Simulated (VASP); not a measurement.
Set up this calculation in VASP 6.6.1, as the native input.

* Task: single point
* Functional: PBE
* Potentials or basis: VASP PAW PBE potentials, release 64 (B, P)
* Cutoff: 520 eV
* k mesh: 15 × 15 × 15
* Occupations: fermi-dirac, width 0.05 eV
* Spin: no spin polarisation
* Dipole correction: no
* Further INCAR settings: ALGO = Normal; EDIFF = 1e-06; NBANDS = 11

The structure of BP lies in POSCAR:

```
BP
1.0
    0.0000000000      2.2690000000      2.2916900000
    2.2690000000      0.0000000000      2.2916900000
    2.2690000000      2.2690000000      0.0000000000
B P
1 1
Direct
    0.0000000000      0.0000000000      0.0000000000
    0.7500000000      0.7500000000      0.7500000000
```

This cell differs from its parent crystal: zz strain of +1 %.

These files were run (other wordings do the same):

INCAR

```
ALGO     = Normal         # electronic algorithm
EDIFF    = 1E-6           # SCF threshold, eV
ENCUT    = 520            # plane-wave cutoff, eV
GGA      = PE             # functional
ISIF     = 2              # what is computed and relaxed
ISMEAR   = -1             # smearing method
LASPH    = True           # aspherical terms in the spheres
LCHARG   = False          # write CHGCAR
LREAL    = False          # projectors in reciprocal space
LWAVE    = False          # write WAVECAR
NBANDS   = 11             # bands
NELM     = 100            # most SCF steps
PREC     = Accurate       # precision mode
SIGMA    = 0.05           # smearing width, eV
```

KPOINTS

```
k-points
0
Gamma
  15 15 15
```

Potentials or basis: VASP PAW PBE potentials, release 64 (B, P).

Run with:

```sh
$ cat potpaw_PBE.64/B/POTCAR potpaw_PBE.64/P/POTCAR > POTCAR
$ mpirun -np 1 vasp_std > vasp.out
```

It gave:

```
Pressure               : -0.7 GPa
Band gap on the k mesh : 1.18 eV, indirect (least direct gap 3.34 eV)
```

Caveat: the cell differs from its parent crystal (zz strain of +1 %).

Wall time 30 s on 1 thread of Intel Xeon 6975P-C, with other jobs on the host, peak memory 0.19 GiB.
